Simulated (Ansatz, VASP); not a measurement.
Ti in VASP and in Ansatz

INCAR

```
SYSTEM = Ti
ALGO = Normal
EDIFF = 1E-6
ENCUT = 520
GGA = RP
ISIF = 2
ISMEAR = -1
LASPH = .True.
LCHARG = .False.
LREAL = .False.
LWAVE = .False.
NBANDS = 19
NELM = 80
PREC = Accurate
SIGMA = 0.1
```

The input KPOINTS:

```
k-points
0
Gamma
  20 20 11
  0 0 0
```

Contents of POSCAR:

```
Ti
1.0
    2.9275770856      0.0000000000      0.0000000000
   -1.4637885428      2.5353561277      0.0000000000
    0.0000000000      0.0000000000      4.6370704757
Ti
2
Direct
    0.3333333333      0.6666666667      0.2500000000
    0.6666666667      0.3333333333      0.7500000000
```

Input for Ansatz:

```yaml
crystal:
  lattice:
    - [2.9275770858, 0.0, 0.0]
    - [-1.4637885429, 2.5353561278, 0.0]
    - [0.0, 0.0, 4.6370704765]
  atoms:
    - { symbol: Ti, position: [0.3333333333, 0.6666666667, 0.25] }
    - { symbol: Ti, position: [0.6666666667, 0.3333333333, 0.75] }
hamiltonian:
  xc: rpbe
  pseudopotentials:
    kind: paw
    azcp:
      Ti: "pseudopotentials/Ti.paw.azcp"
basis:
  ecutwfc: 420
  fft_grid_basis: typed
kpoints:
  mp_grid: { grid: [20, 20, 11], shift: [0, 0, 0] }
magnetization:
  spin_polarized: false
scf:
  occupations: { method: fermi_dirac, width: 0.1 }
output:
  stress: true
```

Alike in both runs: task single point; functional RPBE; k mesh 20 × 20 × 11; occupations fermi-dirac, width 0.1 eV; no spin polarisation.

```csv
,VASP,Ansatz
version,VASP 6.6.1,Ansatz 0.2.0
potentials or method,"VASP PAW PBE potentials, release 64 (Ti_sv), cutoff 520 eV","plane waves (420 eV) with PAW, scalar-relativistic"
valence electrons in the cell,24,24
```

Ansatz gave:

* pressure (GPa): 4.6

**Question.** What did VASP give for the same quantities?

**Answer.** Pressure (GPa): 4.3.

VASP's potentials were made for PBE, not for RPBE.
